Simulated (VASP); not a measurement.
K2Sb, 6 atoms in the cell. The structure is hexagonal, space group P6_3/mmc (No. 194). The conventional cell has a = 5.473 Å, b = 5.473 Å, c = 11.221 Å, α = 90.00°, β = 90.00°, γ = 120.00°. K (site symmetry 3m) has 4 K at 3.57 to 3.76 Å and 4 Sb at 3.63 to 3.83 Å within 4.7 Å. Sb (site symmetry -6m2) has 8 K at 3.63 to 3.83 Å within 4.8 Å. 

- Program: VASP 6.6.1
- Task: single point
- Functional: PBE
- Potentials or basis: VASP PAW PBE potentials, release 64 (K_sv, Sb)
- Cutoff: 520 eV
- k mesh: 12 × 12 × 4
- Occupations: gaussian, width 0.1 eV
- Spin: no spin polarisation
- Dipole correction: no
- Further INCAR settings: ALGO = Normal; EDIFF = 1e-06; NBANDS = 32

Potentials or basis: VASP PAW PBE potentials, release 64 (K_sv, Sb).

Run with:

```console
$ cat potpaw_PBE.64/K_sv/POTCAR potpaw_PBE.64/Sb/POTCAR > POTCAR
$ mpirun -np 1 vasp_std > vasp.out
```

Hardware: 1 thread of Intel(R) Xeon(R) 6975P-C (Granite Rapids), with other jobs on the host.

Q: How long does it take, and how much memory?

A: It took 5.3 min on 1 thread of Intel(R) Xeon(R) 6975P-C (Granite Rapids) (shared host), peak memory 0.67 GiB. Counts: scf iterations 16, k points 57.
